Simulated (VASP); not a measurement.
A run of VASP 6.6.1 is set up as follows.

The input INCAR:

```
SYSTEM = GaCo
PREC = Accurate
ENCUT = 520
EDIFF = 1E-6
ISMEAR = -1
SIGMA = 0.05
LREAL = .FALSE.
LASPH = .TRUE.
NELM = 150
ALGO = Normal
ISIF = 2
LWAVE = .FALSE.
LCHARG = .FALSE.
ISPIN = 2
MAGMOM = 0 2.5
LORBIT = 11
NUPDOWN = 2.5
LMAXMIX = 4
GGA = PE
NBANDS = 22
```

KPOINTS

```
Automatic mesh
0
G
  8 8 8
  0 0 0
```

File POSCAR:

```
GaCo
1.0
    2.8780000000      0.0000000000      0.0000000000
    0.0000000000      2.8780000000      0.0000000000
    0.0000000000      0.0000000000      2.8780000000
Ga Co
1 1
Direct
    0.5000000000      0.5000000000      0.5000000000
    0.0000000000      0.0000000000      0.0000000000
```

Potentials or basis: VASP PAW PBE potentials, release 64 (Ga_d, Co).

Run with:

```sh
$ cat potpaw_PBE.64/Ga_d/POTCAR potpaw_PBE.64/Co/POTCAR > POTCAR
$ mpirun -np 1 vasp_std > vasp.out
```

Estimate the pressure.

27.3 GPa.

Caveat: the cell stands under pressure; the total moment is fixed, so each spin has its own Fermi level.
